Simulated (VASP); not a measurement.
Runs of VASP 6.6.1 on Ir. The structure is that of space group P6/mmm (No. 191), or close to it. The cells are those of the table. This isn't the form of Ir at room conditions, which is fcc.

| task | cell | k mesh | cutoff (eV) | gap on the mesh (eV) | pressure (GPa) | relaxed volume (Å³/atom) |
| --- | --- | --- | --- | --- | --- | --- |
| relaxation of cell and atoms | relaxed from a = 4.546, b = 4.546, c = 2.787 Å, angles 90.0, 90.0, 120.0°, 3 atoms | 6 × 6 × 6 | 600 | none | 0.0 | 14.53 |
| single point | a = 4.316, b = 4.316, c = 2.694 Å, angles 90.0, 90.0, 120.0°, 3 atoms | 6 × 6 × 6 | 520 | none | (a) | - |
| relaxation of cell and atoms | relaxed from a = 4.316, b = 4.316, c = 2.694 Å, angles 90.0, 90.0, 120.0°, 3 atoms | 12 × 12 × 18 | 600 | none | 0.0 | 14.52 |
| single point | a = 4.336, b = 4.336, c = 2.669 Å, angles 90.0, 90.0, 120.0°, 3 atoms | 12 × 12 × 18 | 520 | none | 0.8 | - |

Alike in all rows: level PBEsol; potentials or basis VASP PAW PBE potentials, release 64 (Ir); no spin polarisation; smearing gaussian 0.1 eV.

Q: Estimate the missing entries.

A: (a) 1.0.

Caveats: some runs use coarse meshes; the PAW data sets were made with another functional, which shifts forces and pressure a little; spin-orbit coupling is left out, which moves the levels of the heavy elements.

A k mesh can miss the band edges, and the runs leave out spin-orbit coupling on Ir.

A gap of «none» marks levels without a gap at the run's occupations.
